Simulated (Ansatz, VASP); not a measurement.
## InF3: VASP beside Ansatz

```
CELL_PARAMETERS angstrom
2.54222 1.46775 4.85188
-2.54222 1.46775 4.85188
0.00000 -2.93550 4.85188
ATOMIC_POSITIONS crystal
In 0.00000 0.00000 0.00000
In 0.50000 0.50000 0.50000
F 0.90407 0.25000 0.59593
F 0.25000 0.59593 0.90407
F 0.40407 0.09593 0.75000
F 0.75000 0.40407 0.09593
F 0.09593 0.75000 0.40407
F 0.59593 0.90407 0.25000
```

Alike in both runs: functional LDA; k mesh 6 × 6 × 6; occupations gaussian, width 0.02 eV; no spin polarisation.

Ansatz relaxed the structure, and its values are those at the end. VASP's run is a single point on that final structure, the one shown.

|  | VASP | Ansatz |
| --- | --- | --- |
| version | VASP 6.6.1 | Ansatz 0.2.0 |
| potentials or method | VASP PAW LDA potentials, release 64 (In_d, F), cutoff 520 eV | scalar-relativistic, plane waves, PAW |
| valence electrons in the cell | 68 | 68 |

```tsv
	VASP	Ansatz	Ansatz less VASP
gap on the k mesh at the Fermi level (eV)	4.26	4.27	+0.009
least direct gap on the mesh (eV)	4.26	4.27	+0.008
pressure (GPa)	0.6	0.0	-0.59
rms of the force components (eV/Å)	0.024	0.000	-0.0240
```

LDA's correlation is that of Perdew and Zunger in VASP and of Perdew and Wang (1992) in Ansatz.
